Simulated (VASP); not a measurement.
# BiB2 in VASP: further runs

The runs below take BiB2 through single point, with PBE+D3(BJ).

Everything below comes from runs of VASP 6.6.1. Logs are shortened: lines on timing, memory, paths and dates and some standing lists are left out, and cuts for length are marked.

### Step 1. The cell of the first run

The cell holds a sheet with vacuum, 6 atoms: a = 3.299 Å, b = 3.299 Å, c = 19.000 Å, α = 90.00°, β = 90.00°, γ = 120.00°.

### Step 2. Single point, PBE+D3(BJ)

INCAR reads:

```
PREC = Accurate
ENCUT = 520
EDIFF = 1E-6
ISMEAR = 0
SIGMA = 0.1
LREAL = False
LASPH = True
NELM = 80
ALGO = Normal
ISIF = 2
LWAVE = False
LCHARG = True
LDIPOL = True
IDIPOL = 3
DIPOL = 0.5 0.5 0.495
GGA = PE
IVDW = 12
LELF = True
LVHAR = True
LVACPOTAV = True
NBANDS = 30
```

KPOINTS reads:

```
regular mesh
0
Gamma
  6 6 1
```

POSCAR reads:

```
BiB2
1.0
    3.2989914200      0.0000000000      0.0000000000
   -1.6494957100      2.8570103800      0.0000000000
    0.0000000000      0.0000000000     19.0000000000
B Bi
4 2
Direct
    0.3333333300      0.6666666700      0.3842413300
    0.6666666700      0.3333333300      0.3842413300
    0.6666666700      0.3333333300      0.5828947400
    0.3333333300      0.6666666700      0.5828947400
    0.0000000000      0.0000000000      0.4171052600
    0.0000000000      0.0000000000      0.6157586700
```

Potentials or basis: VASP PAW PBE potentials, release 64 (B, Bi_d).

Run with:

```console
cat potpaw_PBE.64/B/POTCAR potpaw_PBE.64/Bi_d/POTCAR > POTCAR
mpirun -np 1 vasp_std > vasp.out
```

OUTCAR:

```text
PREC = Accurate
   ENCUT = 520
   EDIFF = 1E-6
   ISMEAR = 0
   LREAL = False
   LASPH = True
   NELM = 80
   ISIF = 2
   GGA = PE
   IVDW = 12
 IVDW          = 12

 ion  position               nearest neighbor table
   1  0.333  0.667  0.384-   2 1.90   2 1.90   2 1.90   5 2.00   5 2.00   5 2.00
   2  0.667  0.333  0.384-   1 1.90   1 1.90   1 1.90   5 2.00   5 2.00   5 2.00
   3  0.667  0.333  0.583-   4 1.90   4 1.90   4 1.90   6 2.00   6 2.00   6 2.00
   4  0.333  0.667  0.583-   3 1.90   3 1.90   3 1.90   6 2.00   6 2.00   6 2.00
   5  0.000  0.000  0.417-   1 2.00   2 2.00   2 2.00   1 2.00   2 2.00   1 2.00   6 3.77
   6  0.000  0.000  0.616-   3 2.00   4 2.00   3 2.00   4 2.00   3 2.00   4 2.00   5 3.77

  LATTYP: Found a hexagonal cell.
 ALAT       =     3.2989914200
 C/A-ratio  =     5.7593359852

  Lattice vectors:

 A1 = (   3.2989914200,   0.0000000000,   0.0000000000)
 A2 = (  -1.6494957100,   2.8570103800,   0.0000000000)
 A3 = (   0.0000000000,   0.0000000000,  19.0000000000)

Analysis of symmetry for initial positions (statically):
=====================================================================
 Subroutine PRICEL returns:
 Original cell was already a primitive cell.

 Routine SETGRP: Setting up the symmetry group for a
 hexagonal supercell.

 Subroutine GETGRP returns: Found 12 space group operations
 (whereof 12 operations were pure point group operations)
 out of a pool of 24 trial point group operations.

The static configuration has the point symmetry C_6v.

Analysis of symmetry for dynamics (positions and initial velocities):
=====================================================================
 Subroutine PRICEL returns:
 Original cell was already a primitive cell.

 Routine SETGRP: Setting up the symmetry group for a
 hexagonal supercell.

 Subroutine GETGRP returns: Found 12 space group operations
 (whereof 12 operations were pure point group operations)
 out of a pool of 24 trial point group operations.

The dynamic configuration has the point symmetry C_6v.

 Subroutine INISYM returns: Found 12 space group operations
 (whereof 12 operations are pure point group operations),
 and found     1 'primitive' translations

----------------------------------------------------------------------------------------

                                     Primitive cell

  volume of cell :     179.0798

  direct lattice vectors                    reciprocal lattice vectors
     3.298991420  0.000000000  0.000000000     0.303122947  0.175008115  0.000000000
    -1.649495710  2.857010380  0.000000000     0.000000000  0.350016229  0.000000000
     0.000000000  0.000000000 19.000000000     0.000000000  0.000000000  0.052631579

  length of vectors
     3.298991420  3.298991423 19.000000000     0.350016230  0.350016229  0.052631579

  position of ions in fractional coordinates (direct lattice)
     0.333333330  0.666666670  0.384241330
     0.666666670  0.333333330  0.384241330
     0.666666670  0.333333330  0.582894740
     0.333333330  0.666666670  0.582894740
     0.000000000  0.000000000  0.417105260
     0.000000000  0.000000000  0.615758670

  ion indices of the primitive-cell ions
   primitive index   ion index
                 1           1
                 2           2
                 3           3
                 4           4
                 5           5
                 6           6

----------------------------------------------------------------------------------------

 KPOINTS: regular mesh

Automatic generation of k-mesh.
 Grid dimensions read from file:
 generate k-points for:    6    6    1

 Generating k-lattice:

  Cartesian coordinates                     Fractional coordinates (reciprocal lattice)
     0.050520491  0.029168019  0.000000000     0.166666667 -0.000000000  0.000000000
     0.000000000  0.058336038  0.000000000     0.000000000  0.166666667  0.000000000
     0.000000000  0.000000000  0.052631579     0.000000000  0.000000000  1.000000000

  Length of vectors
     0.058336038  0.058336038  0.052631579

  Shift w.r.t. Gamma in fractional coordinates (k-lattice)
     0.000000000  0.000000000  0.000000000

 Subroutine IBZKPT returns following result:
 ===========================================

 Found      7 irreducible k-points:

 Following reciprocal coordinates:
            Coordinates               Weight
  0.000000  0.000000  0.000000      1.000000
  0.166667  0.000000  0.000000      6.000000
  0.333333  0.000000  0.000000      6.000000
  0.500000  0.000000  0.000000      3.000000
  0.166667  0.166667  0.000000      6.000000
  0.333333  0.166667  0.000000     12.000000
  0.333333  0.333333  0.000000      2.000000
   k-points           NKPTS =      7   k-points in BZ     NKDIM =      7   number of bands    NBANDS=     30
   number of dos      NEDOS =    301   number of ions     NIONS =      6
   total plane-waves  NPLWV = 112896
   dimension x,y,z NGX =    28 NGY =   28 NGZ =  144
[... 49 lines left out ...]
 maximum number of plane-waves:      4854
 NGX is ok and might be reduce to    28
   NGX = 13   NGY = 13   NGZ = 71

 dipolmoment           0.000000      0.000000      0.096735 electrons x Angstroem

 number of electron      42.0000007 magnetization

 dipolmoment           0.000000      0.000000     -0.015998 electrons x Angstroem

 Free energy of the ion-electron system (eV)
  ---------------------------------------------------
  ext. energy  EPLUGINS =         0.00000000
  ---------------------------------------------------
  free energy    TOTEN  =        -7.39488118 eV

  energy without entropy =       -7.37474669  energy(sigma->0) =       -7.38481393

 E-fermi :   1.9802     XC(G=0):  -5.3398

 val. band max:        1.8085790959   @ k =   0.1667   0.1667   0.0000
 cond. band min:       2.0002019439   @ k =   0.3333   0.1667   0.0000
 fundamental gap:      0.1916228479
 Fermi energy:         1.9801994498

 k-point     1 :       0.0000    0.0000    0.0000
  band No.  band energies     occupation
      1     -23.3388      2.00000
      2     -23.3388      2.00000
      3     -23.2350      2.00000
      4     -23.2350      2.00000
      5     -23.0704      2.00000
      6     -22.9944      2.00000
[... 22 lines left out ...]
     29       6.7603      0.00000
     30       7.1673      0.00000

 k-point     2 :       0.1667    0.0000    0.0000
  band No.  band energies     occupation
      1     -23.3537      2.00000
      2     -23.2506      2.00000
      3     -23.2189      2.00000
      4     -23.1157      2.00000
      5     -22.9459      2.00000
      6     -22.8704      2.00000
[... 22 lines left out ...]
     29       6.6622      0.00000
     30       7.0830      0.00000

 k-point     3 :       0.3333    0.0000    0.0000
  band No.  band energies     occupation
      1     -23.4047      2.00000
      2     -23.3028      2.00000
      3     -22.9634      2.00000
      4     -22.8616      2.00000
      5     -22.7914      2.00000
      6     -22.7106      2.00000
[... 22 lines left out ...]
     29       7.2044      0.00000
     30       7.4948      0.00000

 k-point     4 :       0.5000    0.0000    0.0000
  band No.  band energies     occupation
      1     -23.4324      2.00000
      2     -23.3307      2.00000
      3     -22.8277      2.00000
      4     -22.8176      2.00000
      5     -22.7439      2.00000
      6     -22.7160      2.00000
[... 22 lines left out ...]
     29       9.1104      0.00000
     30       9.1701      0.00000

 k-point     5 :       0.1667    0.1667    0.0000
  band No.  band energies     occupation
      1     -23.3200      2.00000
      2     -23.2166      2.00000
      3     -23.1136      2.00000
      4     -23.0148      2.00000
      5     -22.7831      2.00000
      6     -22.7057      2.00000
[... 22 lines left out ...]
     29       7.6042      0.00000
     30       7.8704      0.00000

 k-point     6 :       0.3333    0.1667    0.0000
  band No.  band energies     occupation
      1     -23.3057      2.00000
      2     -23.2036      2.00000
      3     -22.9427      2.00000
      4     -22.8430      2.00000
      5     -22.7967      2.00000
      6     -22.7129      2.00000
[... 22 lines left out ...]
     29       8.5055      0.00000
     30       9.1332      0.00000

 k-point     7 :       0.3333    0.3333    0.0000
  band No.  band energies     occupation
      1     -23.0775      2.00000
      2     -23.0775      2.00000
      3     -22.9754      2.00000
      4     -22.9754      2.00000
      5     -22.7546      2.00000
      6     -22.7546      2.00000
[... 22 lines left out ...]
     29       7.8882      0.00000
     30       7.8882      0.00000

------------------------ aborting loop because EDIFF is reached ----------------------------------------

 Edisp (eV)   -1.70291

 E8    (eV) :    -0.7629

  FORCE on cell =-STRESS in cart. coord.  units (eV):
  Direction    XX          YY          ZZ          XY          YZ          ZX
  --------------------------------------------------------------------------------------
  -------------------------------------------------------------------------------------
  Total      69.44002    69.44002    18.53285     0.00000    -0.00000     0.00000
  in kB     621.26060   621.26060   165.80826     0.00000    -0.00000     0.00000
  external pressure =      469.44 kB  Pullay stress =        0.00 kB

 VOLUME and BASIS-vectors are now :
 -----------------------------------------------------------------------------
  energy-cutoff  :      520.00
  volume of cell :      179.08
      direct lattice vectors                 reciprocal lattice vectors
     3.298991420  0.000000000  0.000000000     0.303122947  0.175008115  0.000000000
    -1.649495710  2.857010380  0.000000000     0.000000000  0.350016229  0.000000000
     0.000000000  0.000000000 19.000000000     0.000000000  0.000000000  0.052631579

 POSITION                                       TOTAL-FORCE (eV/Angst)
 -----------------------------------------------------------------------------------
     -0.00000      1.90467      7.30059        -0.000000      0.000000     -7.233609
      1.64950      0.95234      7.30059        -0.000000      0.000000     -7.233609
      1.64950      0.95234     11.07500         0.000000      0.000000     -7.754286
     -0.00000      1.90467     11.07500         0.000000      0.000000     -7.754286
      0.00000      0.00000      7.92500        -0.000000     -0.000000     14.493235
      0.00000      0.00000     11.69941         0.000000     -0.000000     15.482555
 -----------------------------------------------------------------------------------
    total drift:                                0.000000      0.000000      0.000180

  FREE ENERGIE OF THE ION-ELECTRON SYSTEM (eV)
  ---------------------------------------------------
  free  energy   TOTEN  =        -9.0977916009 eV

  energy  without entropy=       -9.0776571125  energy(sigma->0) =       -9.08772436

 vacuum level on the upper side and lower side of the slab         5.925         6.234
```

Wall time 47 s (1 thread of Intel Xeon 6975P-C (Granite Rapids), shared host); peak memory 0.33 GiB.

What came out:

```yaml
Free_energy: -9.0978 eV
Largest_force: 15.483 eV/Å
Band_gap_on_the_k_mesh: zero (band 21 reaches 2.51 eV, above the bottom of band 22 at 0.30 eV)
Dispersion_energy_per_atom: -0.284 eV
```

Forces in eV/Å, atoms in the order of the input:
```
B    0.000  0.000 -7.234
B    0.000  0.000 -7.234
B    0.000  0.000 -7.754
B    0.000  0.000 -7.754
Bi   0.000  0.000 14.493
Bi   0.000  0.000 15.483
```

Caveat: the k points lie up to 0.37 Å⁻¹ apart; spin-orbit coupling is left out, which moves the levels of the heavy elements.

### Step 3. Single point, PBE+D3(BJ)

This run uses another cell than the first one, of 51.23 Å³/atom, 1.716 times its volume.

INCAR reads:

```
SYSTEM = BiB2
  PREC = Accurate
  ENCUT = 520
  EDIFF = 1E-7
  ISMEAR = 0
  SIGMA = 0.1
  LREAL = .FALSE.
  LASPH = .TRUE.
  NELM = 60
  ALGO = Normal
  ISIF = 2
  LWAVE = .FALSE.
  LCHARG = .FALSE.
  LDIPOL = .TRUE.
  IDIPOL = 3
  DIPOL = 0.5 0.5 0.269
  GGA = PE
  IVDW = 12
  NBANDS = 30
```

KPOINTS reads:

```
regular mesh
0
G
  6 6 1
  0 0 0
```

POSCAR reads:

```
BiB2
1.0
    3.1884307591      0.0000000000      0.0000000000
   -1.5942153795      2.7612620356      0.0000000000
    0.0000000000      0.0000000000     34.9113168015
B Bi
4 2
Direct
    0.3333333333      0.6666666667      0.1854163605
    0.6666666667      0.3333333333      0.1854163605
    0.6666666667      0.3333333333      0.3123198267
    0.3333333333      0.6666666667      0.3123198267
    1.0000000000      0.0000000000      0.2458566198
    1.0000000000      0.0000000000      0.3734936618
```

Potentials or basis: VASP PAW PBE potentials, release 64 (B, Bi_d).

Run with:

```console
cat potpaw_PBE.64/B/POTCAR potpaw_PBE.64/Bi_d/POTCAR > POTCAR
mpirun -np 1 vasp_std > vasp.out
```

Run time: 72 s. Hardware: 1 thread of Intel Xeon 6975P-C (Granite Rapids), shared host; peak memory 0.41 GiB.

Results (log left out):

- Free energy: -31.2270 eV
- Largest force: 0.033 eV/Å
- Band gap on the k mesh: zero (band 21 reaches 0.24 eV, above the bottom of band 22 at -2.87 eV)
- Dispersion energy per atom: -0.267 eV

Forces in eV/Å, atoms in the order of the input:
```
B    0.000  0.000 -0.020
B    0.000  0.000 -0.020
B    0.000  0.000 -0.004
B    0.000  0.000 -0.004
Bi   0.000  0.000  0.033
Bi   0.000  0.000  0.015
```

Levels at points of the mesh, in eV from the Fermi level:
```csv
k point,band 19,band 20,band 21,band 22,band 23,band 24
"(0.00, 0.00, 0.00)",0.76,0.76,1.11,3.14,3.68,4.43
"(0.50, 0.00, 0.00)",-2.47,-1.61,-0.42,0.17,1.76,2.53
```

Caveat: the k points lie up to 0.38 Å⁻¹ apart; spin-orbit coupling is left out, which moves the levels of the heavy elements.

### Step 4. Single point, PBE+D3(BJ)

This run uses another cell than the first one, of 53.86 Å³/atom, 1.805 times its volume.

INCAR reads:

```
ALGO = Normal
DIPOL = 0.5 0.5 0.288
EDIFF = 1E-6
ENCUT = 520
GGA = PE
IDIPOL = 3
ISIF = 2
ISMEAR = 0
IVDW = 12
LASPH = T
LCHARG = F
LDIPOL = T
LREAL = F
LWAVE = F
NBANDS = 30
NELM = 60
PREC = Accurate
SIGMA = 0.1
```

KPOINTS reads:

```
k-points
0
Gamma
  6 6 1
```

POSCAR reads:

```
BiB2
1.0
    3.3833621068      0.0000000000      0.0000000000
   -1.6916810534      2.9300775347      0.0000000000
    0.0000000000      0.0000000000     32.5976589200
B Bi
4 2
Direct
    0.3333333333      0.6666666667      0.2114477093
    0.6666666667      0.3333333333      0.2114477093
    0.6666666667      0.3333333333      0.3302536898
    0.3333333333      0.6666666667      0.3302536898
    1.0000000000      0.0000000000      0.2641549121
    1.0000000000      0.0000000000      0.3818789177
```

Run with:

```console
cat potpaw_PBE.64/B/POTCAR potpaw_PBE.64/Bi_d/POTCAR > POTCAR
mpirun -np 1 vasp_std > vasp.out
```

Wall time 81 s (1 thread of Intel Xeon 6975P-C (Granite Rapids), shared host); peak memory 0.44 GiB.

Results (log left out):

| Quantity | Value |
| --- | --- |
| Free energy | -29.4677 eV |
| Largest force | 3.578 eV/Å |
| Band gap on the k mesh | zero (band 21 reaches 0.45 eV, above the bottom of band 22 at -2.26 eV) |
| Dispersion energy per atom | -0.260 eV |

Forces on the atoms (eV/Å):
```
B    0.000  0.000 -1.106
B    0.000  0.000 -1.106
B    0.000  0.000 -1.119
B    0.000  0.000 -1.119
Bi   0.000  0.000  0.870
Bi   0.000  0.000  3.578
```

Levels at points of the mesh, in eV from the Fermi level:
```csv
k point,band 19,band 20,band 21,band 22,band 23,band 24
"(0.00, 0.00, 0.00)",-0.47,-0.47,1.49,1.49,2.19,2.67
"(0.50, 0.00, 0.00)",-2.93,-2.60,-0.29,0.06,0.87,1.48
```

Caveat: spin-orbit coupling is left out, which moves the levels of the heavy elements.

### Step 5. Single point, PBE+D3(BJ)

This run uses another cell than the first one, of 51.23 Å³/atom, 1.716 times its volume.

INCAR reads:

```
PREC = Accurate
ENCUT = 520
EDIFF = 1E-7
ISMEAR = 0
SIGMA = 0.1
LREAL = F
LASPH = T
NELM = 80
ALGO = Normal
ISIF = 2
LWAVE = F
LCHARG = F
LDIPOL = T
IDIPOL = 3
DIPOL = 0.5 0.5 0.269
GGA = PE
IVDW = 12
NBANDS = 30
```

KPOINTS reads:

```
regular mesh
0
Gamma
  12 12 1
```

POSCAR reads:

```
BiB2
1.0
    3.1884307591      0.0000000000      0.0000000000
   -1.5942153795      2.7612620356      0.0000000000
    0.0000000000      0.0000000000     34.9113168015
B Bi
4 2
Direct
    0.3333333333      0.6666666667      0.1854163605
    0.6666666667      0.3333333333      0.1854163605
    0.6666666667      0.3333333333      0.3123198267
    0.3333333333      0.6666666667      0.3123198267
    1.0000000000      0.0000000000      0.2458566198
    1.0000000000      0.0000000000      0.3734936618
```

Run with:

```console
cat potpaw_PBE.64/B/POTCAR potpaw_PBE.64/Bi_d/POTCAR > POTCAR
mpirun -np 1 vasp_std > vasp.out
```

It took 2.5 min on 1 thread of Intel Xeon 6975P-C (Granite Rapids), shared host; peak memory 0.49 GiB.

Results (log left out):

```
Free energy                : -31.1974 eV
Largest force              : 0.051 eV/Å
Band gap on the k mesh     : zero (band 21 reaches 0.36 eV, above the bottom of band 22 at -2.86 eV)
Dispersion energy per atom : -0.267 eV
```

Forces on the atoms (eV/Å):
```
B    0.000  0.000 -0.045
B    0.000  0.000 -0.045
B    0.000  0.000  0.051
B    0.000  0.000  0.051
Bi   0.000  0.000 -0.010
Bi   0.000  0.000 -0.001
```

Levels at points of the mesh, in eV from the Fermi level:
```tsv
k point	band 17	band 18	band 19	band 20	band 21	band 22	band 23	band 24	band 25	band 26
(0.00, 0.00, 0.00)	0.13	0.13	0.61	0.61	1.06	3.09	3.65	4.37	4.61	4.61
(0.50, 0.00, 0.00)	-5.18	-3.74	-2.43	-1.74	-0.47	0.11	1.69	2.45	2.66	3.10
```

Caveat: spin-orbit coupling is left out, which moves the levels of the heavy elements.

### Step 6. Single point, PBE+D3(BJ)

This run uses another cell than the first one, of 54.08 Å³/atom, 1.812 times its volume.

INCAR reads:

```
SYSTEM = BiB2
  PREC = Accurate
  ENCUT = 520
  EDIFF = 1E-6
  ISMEAR = 0
  SIGMA = 0.1
  LREAL = .FALSE.
  LASPH = .TRUE.
  NELM = 100
  ALGO = Normal
  ISIF = 2
  LWAVE = .FALSE.
  LCHARG = .FALSE.
  LDIPOL = .TRUE.
  IDIPOL = 3
  DIPOL = 0.5 0.5 0.254
  GGA = PE
  IVDW = 12
  NBANDS = 30
```

KPOINTS reads:

```
regular mesh
0
G
  12 12 1
  0 0 0
```

POSCAR reads:

```
BiB2
1.0
    3.1849863855      0.0000000000      0.0000000000
   -1.5924931927      2.7582791206      0.0000000000
    0.0000000000      0.0000000000     36.9320524977
B Bi
4 2
Direct
    0.3333333333      0.6666666667      0.1743654536
    0.6666666667      0.3333333333      0.1743654536
    0.6666666667      0.3333333333      0.2960272027
    0.3333333333      0.6666666667      0.2960272027
    1.0000000000      0.0000000000      0.2320002482
    1.0000000000      0.0000000000      0.3536821417
```

Potentials or basis: VASP PAW PBE potentials, release 64 (B, Bi_d).

Run with:

```console
cat potpaw_PBE.64/B/POTCAR potpaw_PBE.64/Bi_d/POTCAR > POTCAR
mpirun -np 1 vasp_std > vasp.out
```

Run time: 2.5 min. Hardware: 1 thread of Intel Xeon 6975P-C (Granite Rapids), shared host; peak memory 0.49 GiB.

Results (log left out):

| Quantity | Value |
| --- | --- |
| Free energy | -31.2000 eV |
| Largest force | 0.010 eV/Å |
| Band gap on the k mesh | zero (band 21 reaches 0.17 eV, above the bottom of band 22 at -3.08 eV) |
| Dispersion energy per atom | -0.265 eV |

Forces on the atoms (eV/Å):
```
B    0.000  0.000 -0.002
B    0.000  0.000 -0.002
B    0.000  0.000 -0.003
B    0.000  0.000 -0.003
Bi   0.000  0.000  0.010
Bi   0.000  0.000  0.000
```

Levels at points of the mesh, in eV from the Fermi level:
```tsv
k point	band 19	band 20	band 21	band 22	band 23	band 24
(0.00, 0.00, 0.00)	0.63	0.63	1.03	3.06	3.52	4.21
(0.50, 0.00, 0.00)	-2.37	-1.72	-0.48	0.12	1.68	2.34
```

Caveat: spin-orbit coupling is left out, which moves the levels of the heavy elements.

### Step 7. Overview

```tsv
cell	k mesh	gap on the mesh (eV)	largest force (eV/Å)
a = 3.299, b = 3.299, c = 19.000 Å, angles 90.0, 90.0, 120.0°, 6 atoms	6 × 6 × 1	none	15.48
a = 3.188, b = 3.188, c = 34.911 Å, angles 90.0, 90.0, 120.0°, 6 atoms	6 × 6 × 1	none	0.03
a = 3.383, b = 3.383, c = 32.598 Å, angles 90.0, 90.0, 120.0°, 6 atoms	6 × 6 × 1	none	3.58
a = 3.188, b = 3.188, c = 34.911 Å, angles 90.0, 90.0, 120.0°, 6 atoms	12 × 12 × 1	none	0.05
a = 3.185, b = 3.185, c = 36.932 Å, angles 90.0, 90.0, 120.0°, 6 atoms	12 × 12 × 1	none	0.01
```

Alike in all rows: task single point; level PBE+D3(BJ); potentials or basis VASP PAW PBE potentials, release 64 (B, Bi_d); no spin polarisation; cutoff (eV) 520; smearing gaussian 0.1 eV.

Caveats: some runs use coarse meshes; spin-orbit coupling is left out, which moves the levels of the heavy elements.

Total energies depend on the potentials used, so only differences within one code and one set of settings carry meaning.
